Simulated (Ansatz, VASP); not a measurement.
**As in VASP and in Ansatz**

```
As
1.0
     1.87975    1.08527    3.52063
    -1.87975    1.08527    3.52063
     0.00000   -2.17055    3.52063
As
2
Direct
  0.22754 0.22754 0.22754
  0.77246 0.77246 0.77246
```

Change from the starting cell: zz strain of +1 %.

Alike in both runs: task single point; functional LDA; k mesh 13 × 13 × 13; occupations fermi-dirac, width 0.05 eV; no spin polarisation.

```csv
,VASP,Ansatz
version,VASP 6.6.1,Ansatz 0.2.0
potentials or method,"VASP PAW LDA potentials, release 64 (As), cutoff 520 eV","all-electron LAPW, scalar-relativistic"
```

Ansatz gave:

- pressure (GPa): -2.1
- traceless stress, the component that is largest in VASP (GPa): -0.79
- rms of the force components (eV/Å): 0.015

**Question.** Which values does VASP return?

**Answer.** Pressure (GPa): -1.7; traceless stress, the component that is largest in VASP (GPa): -0.91; rms of the force components (eV/Å): 0.024.

LDA's correlation is that of Perdew and Zunger in VASP and of Perdew and Wang (1992) in Ansatz. Atom by atom the forces differ by 0.039 eV/Å (rms over components). Ansatz ran all-electron here, and VASP with PAW potentials.
